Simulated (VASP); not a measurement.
Write the native input for VASP 6.6.1 that does the following.

```yaml
Task: single point
Functional: PBEsol
Potentials_or_basis: VASP PAW PBE potentials, release 64 (C)
Cutoff: 520 eV
k_mesh: 11 × 11 × 1
Occupations: gaussian, width 0.05 eV
Spin: no spin polarisation
Dipole_correction: yes
Further_INCAR_settings: ALGO = Normal; EDIFF = 1e-06; NBANDS = 41
```

The structure of C lies in POSCAR:

```
C
1.0
    2.5129226041      0.0000000000      0.0000000000
    0.0000000000      2.5129226041      0.0000000000
    0.0000000000      0.0000000000     26.5498799905
C
14
Direct
    0.0000000000      0.5000000000      0.2824871526
    0.0000000000      0.0000000000      0.3159506676
    0.5000000000      0.0000000000      0.3494141826
    0.5000000000      0.5000000000      0.3828776975
    0.0000000000      0.5000000000      0.4163412125
    0.0000000000      0.0000000000      0.4498047275
    0.5000000000      0.0000000000      0.4832682425
    0.5000000000      0.5000000000      0.5167317575
    0.0000000000      0.5000000000      0.5501952725
    0.0000000000      0.0000000000      0.5836587875
    0.5000000000      0.0000000000      0.6171223025
    0.5000000000      0.5000000000      0.6505858174
    0.0000000000      0.5000000000      0.6840493324
    0.0000000000      0.0000000000      0.7175128474
```

One way to write it, as run:

INCAR

```
PREC     = Accurate       # precision mode
ENCUT    = 520            # plane-wave cutoff, eV
EDIFF    = 1E-6           # SCF threshold, eV
ISMEAR   = 0              # smearing method
SIGMA    = 0.05           # smearing width, eV
LREAL    = F              # projectors in reciprocal space
LASPH    = T              # aspherical terms in the spheres
NELM     = 100            # most SCF steps
ALGO     = Normal         # electronic algorithm
ISIF     = 2              # what is computed and relaxed
LWAVE    = F              # write WAVECAR
LCHARG   = F              # write CHGCAR
LDIPOL   = T            
IDIPOL   = 3            
DIPOL    = 0.5 0.5 0.500
GGA      = PS             # functional
NBANDS   = 41             # bands
```

KPOINTS

```
Automatic mesh
0
Gamma
  11 11 1
```

Potentials or basis: VASP PAW PBE potentials, release 64 (C).

Launch:

```sh
$ cat potpaw_PBE.64/C/POTCAR > POTCAR
$ mpirun -np 1 vasp_std > vasp.out
```

It gave:

| Item | Value |
| --- | --- |
| Largest force | 2.411 eV/Å |
| Band gap on the k mesh | zero (bands 28 and 29 overlap by 0.20 eV) |

Caveat: the PAW data sets were made with another functional, which shifts forces and pressure a little.

Wall time 7.1 min on 1 thread of Intel(R) Xeon(R) Platinum 8259CL CPU @ 2.50GHz (Skylake/Cascade Lake), on a shared host, peak memory 0.35 GiB.
